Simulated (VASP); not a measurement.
# HfN (CsCl type) (Pm-3m) in VASP: a series of runs

HfN (CsCl type) is run at these levels: PBE; tasks: relaxation of cell and atoms.

Program: VASP 6.6.1. These are calculated values, not measurements. Logs are shortened: lines on timing, memory, paths and dates and some standing lists are left out, and cuts for length are marked.

**1. The cell of the first run**

Symmetry: Pm-3m, No. 221, cubic system. The conventional cell has a = 2.391 Å, b = 2.391 Å, c = 2.391 Å, α = 90.00°, β = 90.00°, γ = 90.00°. Hf (site symmetry m-3m) has 8 N at 2.07 Å and 6 Hf at 2.39 Å within 2.7 Å. Within 2.7 Å of N (site symmetry m-3m) lie 8 Hf at 2.07 Å and 6 N at 2.39 Å.

**2. Relaxation of cell and atoms, PBE, target pressure 340 GPa, at which the enthalpy is minimised**

INCAR reads:

```
SYSTEM = HfN
PREC = Accurate
ENCUT = 600
EDIFF = 1E-6
ISMEAR = -1
SIGMA = 0.05
LREAL = .FALSE.
LASPH = .TRUE.
NELM = 80
ALGO = Normal
ISIF = 3
LWAVE = .FALSE.
LCHARG = .FALSE.
GGA = PE
IBRION = 2
NSW = 32
EDIFFG = -0.005
PSTRESS = 3400.0
```

KPOINTS reads:

```
Automatic mesh
0
G
  15 15 15
  0 0 0
```

POSCAR reads:

```
HfN
1.0
    2.3907735367      0.0000000000      0.0000000000
    0.0000000000      2.3907735367      0.0000000000
    0.0000000000      0.0000000000      2.3907735367
Hf N
1 1
Direct
    0.0000000000      0.0000000000      0.0000000000
    0.5000000000      0.5000000000      0.5000000000
```

Potentials or basis: VASP PAW PBE potentials, release 64 (Hf_pv, N).

Launch:

```sh
$ cat potpaw_PBE.64/Hf_pv/POTCAR potpaw_PBE.64/N/POTCAR > POTCAR
$ mpirun -np 1 vasp_std > vasp.out
```

OUTCAR:

```text
SYSTEM = HfN
   PREC = Accurate
   ENCUT = 600
   EDIFF = 1E-6
   ISMEAR = -1
   LREAL = .FALSE.
   LASPH = .TRUE.
   NELM = 80
   ISIF = 3
   GGA = PE
   IBRION = 2
   NSW = 32
   EDIFFG = -0.005
   PSTRESS = 3400.0

 ion  position               nearest neighbor table
   1  0.000  0.000  0.000-   2 2.07   2 2.07   2 2.07   2 2.07   2 2.07   2 2.07   2 2.07   2 2.07

   2  0.500  0.500  0.500-   1 2.07   1 2.07   1 2.07   1 2.07   1 2.07   1 2.07   1 2.07   1 2.07

  LATTYP: Found a simple cubic cell.
 ALAT       =     2.3907735367

  Lattice vectors:

 A1 = (   2.3907735367,   0.0000000000,   0.0000000000)
 A2 = (   0.0000000000,   2.3907735367,   0.0000000000)
 A3 = (   0.0000000000,   0.0000000000,   2.3907735367)

Analysis of symmetry for initial positions (statically):
=====================================================================
 Subroutine PRICEL returns:
 Original cell was already a primitive cell.

 Routine SETGRP: Setting up the symmetry group for a
 simple cubic supercell.

 Subroutine GETGRP returns: Found 48 space group operations
 (whereof 48 operations were pure point group operations)
 out of a pool of 48 trial point group operations.

The static configuration has the point symmetry O_h .

Analysis of symmetry for dynamics (positions and initial velocities):
=====================================================================
 Subroutine PRICEL returns:
 Original cell was already a primitive cell.

 Routine SETGRP: Setting up the symmetry group for a
 simple cubic supercell.

 Subroutine GETGRP returns: Found 48 space group operations
 (whereof 48 operations were pure point group operations)
 out of a pool of 48 trial point group operations.

The dynamic configuration has the point symmetry O_h .

 Subroutine INISYM returns: Found 48 space group operations
 (whereof 48 operations are pure point group operations),
 and found     1 'primitive' translations

----------------------------------------------------------------------------------------

                                     Primitive cell

  volume of cell :      13.6652

  direct lattice vectors                    reciprocal lattice vectors
     2.390773537  0.000000000  0.000000000     0.418274665  0.000000000  0.000000000
     0.000000000  2.390773537  0.000000000     0.000000000  0.418274665  0.000000000
     0.000000000  0.000000000  2.390773537     0.000000000  0.000000000  0.418274665

  length of vectors
     2.390773537  2.390773537  2.390773537     0.418274665  0.418274665  0.418274665

[... 93 lines left out ...]
   EMIN   =  10.00;   EMAX   =-10.00  energy-range for DOS
   EFERMI =   0.00;   METHOD = LEGACY
   ISMEAR =    -1;   SIGMA  =   0.05  broadening in eV -4-tet -1-fermi 0-gaus
   EFERMI_NEDOS =   21; number of points for ismear=-14 and -15
   IALGO  =     38    algorithm
   IMIX   =      4    mixing-type and parameters
     AMIX     =   0.40;   BMIX     =  1.00
     AMIX_MAG =   1.60;   BMIX_MAG =  1.00
  volume/ion in A,a.u.               =       6.83        46.11
  Fermi-wavevector in a.u.,A,eV,Ry     =   1.688756  3.191285 38.802395  2.851896
  Thomas-Fermi vector in A             =   2.771005
   LORBIT       =      0    0 simple, 1 ext, 2 COOP (PROOUT), +10 PAW based schemes
   GGA     = PE    functional components
   LHFCALC =     F    Hartree Fock is set to
   AEXX    =    0.0000 exact exchange contribution
   IVDW    =     0    specifies the selected vdW correction
   LEPSILON=     F    determine dielectric tensor
   LRPA    =     F    only Hartree local field effects (RPA)
 conjugate gradient relaxation of ions
 non-spin polarized calculation
  energy-cutoff  :      600.00
  volume of cell :       13.67
 maximum number of plane-waves:       466
 NGX is ok and might be reduce to    20
   NGX =  9   NGY =  9   NGZ =  9

--------------------------------------- Ionic step        1  -------------------------------------------

 number of electron      14.9999995 magnetization

 Free energy of the ion-electron system (eV)
  ---------------------------------------------------
  ext. energy  EPLUGINS =         0.00000000
  ---------------------------------------------------
  free energy    TOTEN  =       -13.96064530 eV

  energy without entropy =      -13.95453965  energy(sigma->0) =      -13.95759247

------------------------ aborting loop because EDIFF is reached ----------------------------------------

  FORCE on cell =-STRESS in cart. coord.  units (eV):
  Direction    XX          YY          ZZ          XY          YZ          ZX
  --------------------------------------------------------------------------------------
  -------------------------------------------------------------------------------------
  Total       28.2940165     28.2940165     28.2940165      0.0000000     -0.0000000      0.0000000
  in kB     3317.3390758   3317.3390758   3317.3390758      0.0000000     -0.0000000      0.0000000
  external PRESSURE =     -82.6609242 kB  Pullay stress =    3400.0000000 kB
[... 101 lines left out ...]
--------------------------------------- Ionic step        4  -------------------------------------------

 number of electron      14.9999995 magnetization

 Free energy of the ion-electron system (eV)
  ---------------------------------------------------
  ext. energy  EPLUGINS =         0.00000000
  ---------------------------------------------------
  free energy    TOTEN  =       -13.79248338 eV

  energy without entropy =      -13.78641542  energy(sigma->0) =      -13.78944940

 E-fermi :  13.1474     XC(G=0): -15.8586

 val. band max:       13.1033594963   @ k =   0.4000   0.4000   0.0667
 cond. band min:      13.1773992104   @ k =   0.4667   0.3333   0.0667
 fundamental gap:      0.0740397141
 Fermi energy:        13.1474357193

 k-point     1 :       0.0000    0.0000    0.0000
  band No.  band energies     occupation
      1     -15.6610      2.00000
      2     -15.6610      2.00000
      3     -15.6610      2.00000
      4      -6.5052      2.00000
      5       7.9100      2.00000
      6       7.9100      2.00000
      7      12.1909      2.00000
      8      12.1909      2.00000
      9      12.1909      2.00000
     10      23.4125      0.00000
     11      23.4125      0.00000
[... 309 lines left out ...]
 k-point    24 :       0.3333    0.2000    0.0000
  band No.  band energies     occupation
      1     -19.6699      2.00000
      2     -17.1906      2.00000
      3     -14.9698      2.00000
      4      -2.4388      2.00000
      5       4.9169      2.00000
      6       8.9155      2.00000
      7       9.7399      2.00000
      8      12.1118      2.00000
      9      19.3635      0.00000
     10      20.0836      0.00000
     11      21.9195      0.00000

 [... further k-points ...]
[... 5 lines left out ...]
  --------------------------------------------------------------------------------------
  -------------------------------------------------------------------------------------
  Total       28.8223140     28.8223140     28.8223140     -0.0000000     -0.0000000     -0.0000000
  in kB     3399.2365063   3399.2365063   3399.2365063     -0.0000000     -0.0000000     -0.0000000
  external PRESSURE =      -0.7634937 kB  Pullay stress =    3400.0000000 kB
[... 21 lines left out ...]
  energy  without entropy=      -13.7864154225  energy(sigma->0) =      -13.78944940

  enthalpy is  TOTEN    =        15.0363042800 eV   P V=       28.8287876622

 reached required accuracy - stopping structural energy minimisation
```

OSZICAR:

```text
N       E                     dE             d eps       ncg     rms          rms(c)
DAV:   1     0.542301097233E+02    0.54230E+02   -0.94964E+03  2643   0.155E+03
DAV:   2    -0.152142553556E+02   -0.69444E+02   -0.66174E+02  3189   0.318E+02
DAV:   3    -0.170607045319E+02   -0.18464E+01   -0.18235E+01  3249   0.461E+01
DAV:   4    -0.170725379234E+02   -0.11833E-01   -0.11806E-01  3064   0.335E+00
[... 23 lines left out ...]
DAV:   5    -0.137958133529E+02    0.91761E-04   -0.24390E-04  2860   0.179E-01    0.107E-01
DAV:   6    -0.137958139279E+02   -0.57497E-06   -0.44719E-06  3280   0.260E-02
   3 F= 0.15036306E+02 E0= 0.15039340E+02  d E =-.209131E-02
       N       E                     dE             d eps       ncg     rms          rms(c)
DAV:   1    -0.137924835648E+02    0.33298E-02   -0.18430E-05  2754   0.494E-02    0.284E-02
DAV:   2    -0.137924833822E+02    0.18258E-06   -0.31163E-07  1488   0.730E-03
   4 F= 0.15036304E+02 E0= 0.15039338E+02  d E =-.209267E-02
```

CONTCAR:

```text
HfN
   1.00000000000000
     2.3860855732463842    0.0000000000000000    0.0000000000000000
     0.0000000000000000    2.3860855732463842    0.0000000000000000
    -0.0000000000000000   -0.0000000000000000    2.3860855732463842
  Hf              N
     1     1
Direct
     0.0000000000000000    0.0000000000000000    0.0000000000000000
     0.5000000000000000    0.5000000000000000    0.5000000000000000

  0.00000000E+00  0.00000000E+00  0.00000000E+00
  0.00000000E+00  0.00000000E+00  0.00000000E+00
```

It took 31 s on 1 thread of Intel Xeon 6975P-C, shared host; peak memory 0.16 GiB.

Results:

* Free energy: -13.7925 eV
* Relaxed volume: 6.79 Å³/atom
* Relaxed cell: a = 2.386 Å, b = 2.386 Å, c = 2.386 Å, α = 90.00°, β = 90.00°, γ = 90.00°
* Space group after relaxing (to 0.05 Å): Pm-3m (No. 221)
* Energy change on relaxing (the enthalpy is what falls): +84.1 meV/atom
* Ionic steps: 4
* Pressure after relaxing: 339.9 GPa

The path:
```csv
step,energy change (eV),largest force (eV/Å),pressure (GPa),volume (Å³)
1,0.0000,0.0000,331.73,13.67
2,1.5787,0.0000,409.15,12.98
3,0.1648,0.0000,339.87,13.59
4,0.1682,0.0000,339.92,13.58
```

Final structure:
```cif
data_structure
_symmetry_space_group_name_H-M 'P 1'
_symmetry_Int_Tables_number 1
_cell_length_a 2.3861
_cell_length_b 2.3861
_cell_length_c 2.3861
_cell_angle_alpha 90.000
_cell_angle_beta 90.000
_cell_angle_gamma 90.000
_cell_volume 13.58
loop_
_atom_site_label
_atom_site_type_symbol
_atom_site_fract_x
_atom_site_fract_y
_atom_site_fract_z
_atom_site_occupancy
Hf1 Hf 0.00000 0.00000 0.00000 1
N1 N 0.50000 0.50000 0.50000 1
```

Caveat: the cell is relaxed towards a set pressure, so the enthalpy falls and the energy may rise; spin-orbit coupling is left out, which moves the levels of the heavy elements.

**3. Relaxation of cell and atoms, PBE, target pressure 340 GPa, at which the enthalpy is minimised**

This run uses another cell than the first one, of 7.09 Å³/atom, 1.037 times its volume.

INCAR reads:

```
SYSTEM = HfN
PREC     = Accurate       ! precision mode
ENCUT    = 600            ! plane-wave cutoff, eV
EDIFF    = 1E-6           ! SCF threshold, eV
ISMEAR   = -1             ! smearing method
SIGMA    = 0.05           ! smearing width, eV
LREAL    = .False.        ! projectors in reciprocal space
LASPH    = .True.         ! aspherical terms in the spheres
NELM     = 60             ! most SCF steps
ALGO     = Normal         ! electronic algorithm
ISIF     = 3              ! what is computed and relaxed
LWAVE    = .False.        ! write WAVECAR
LCHARG   = .False.        ! write CHGCAR
GGA      = PE             ! functional
IBRION   = 2              ! ionic algorithm
NSW      = 60             ! ionic steps
EDIFFG   = -0.005         ! ionic threshold
PSTRESS  = 3400.0
```

KPOINTS reads:

```
regular mesh
0
Gamma
  15 15 15
  0 0 0
```

POSCAR reads:

```
HfN
1.0
    2.4202720331      0.0000000000      0.0000000000
    0.0000000000      2.4202720331      0.0000000000
    0.0000000000      0.0000000000      2.4202720331
Hf N
1 1
Direct
    0.0000000000      0.0000000000      0.0000000000
    0.5000000000      0.5000000000      0.5000000000
```

Potentials or basis: VASP PAW PBE potentials, release 64 (Hf_pv, N).

Launch:

```sh
$ cat potpaw_PBE.64/Hf_pv/POTCAR potpaw_PBE.64/N/POTCAR > POTCAR
$ mpirun -np 1 vasp_std > vasp.out
```

It took 41 s on 1 thread of Intel Xeon 6975P-C, shared host; peak memory 0.16 GiB.

It converged, with:

* Free energy: -13.7924 eV
* Relaxed volume: 6.79 Å³/atom
* Relaxed cell: a = 2.386 Å, b = 2.386 Å, c = 2.386 Å, α = 90.00°, β = 90.00°, γ = 90.00°
* Space group after relaxing (to 0.05 Å): Pm-3m (No. 221)
* Energy change on relaxing (the enthalpy is what falls): +575.3 meV/atom
* Ionic steps: 5
* Pressure after relaxing: 340.1 GPa

Step by step:
```tsv
step	energy change (eV)	largest force (eV/Å)	pressure (GPa)	volume (Å³)
1	0.0000	0.0000	283.66	14.18
2	17.6161	0.0000	1194.77	9.65
3	0.9471	0.0000	330.07	13.68
4	1.0988	0.0000	337.48	13.61
5	1.1506	0.0000	340.08	13.58
```

Final structure:
```
Hf N
1.0
     2.38606    0.00000    0.00000
     0.00000    2.38606    0.00000
     0.00000    0.00000    2.38606
Hf N
1 1
Cartesian
  0.0000 0.0000 0.0000
  1.1930 1.1930 1.1930
```

Levels at points of the mesh, in eV from the Fermi level:
| k point | band 5 | band 6 | band 7 | band 8 | band 9 | band 10 | band 11 |
| --- | --- | --- | --- | --- | --- | --- | --- |
| (0.00, 0.00, 0.00) | -5.24 | -5.24 | -0.96 | -0.96 | -0.96 | 10.27 | 10.27 |

Caveat: the cell is relaxed towards a set pressure, so the enthalpy falls and the energy may rise; spin-orbit coupling is left out, which moves the levels of the heavy elements.
